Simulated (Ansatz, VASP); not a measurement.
Zn4HO4 in VASP and in Ansatz

```
Zn O H
1.0
     5.60988    0.00000    0.00000
     0.00000    5.60988    0.00000
     0.00000    0.00000    3.27903
Zn O H
4 4 1
Direct
  0.20888 0.15399 0.50000
  0.79119 0.83349 0.50000
  0.72098 0.34618 0.00000
  0.27897 0.64133 0.00000
  0.84035 0.18539 0.50000
  0.15958 0.80212 0.50000
  0.63657 0.70316 0.00000
  0.36337 0.28427 0.00000
  0.00004 0.49345 0.00000
```

Alike in both runs: functional PBE; k mesh 4 × 4 × 8; occupations gaussian, width 0.05 eV; no spin polarisation.

Ansatz relaxed the structure, and its values are those at the end. VASP's run is a single point on that final structure, the one shown.

|  | VASP | Ansatz |
| --- | --- | --- |
| version | VASP 6.6.1 | Ansatz 0.2.0 |
| potentials or method | VASP PAW PBE potentials, release 64 (Zn, O, H), cutoff 520 eV | scalar-relativistic, plane waves, PAW |
| valence electrons in the cell | 73 | 73 |

```tsv
	VASP	Ansatz	Ansatz less VASP
gap on the k mesh at the Fermi level (eV)	none	none	-
pressure (GPa)	0.7	-0.1	-0.81
rms of the force components (eV/Å)	0.013	0.008	-0.0045
```

A gap of «none» marks a metal or a gap that the smearing closes. Ansatz's warnings: stress scf threshold loose.
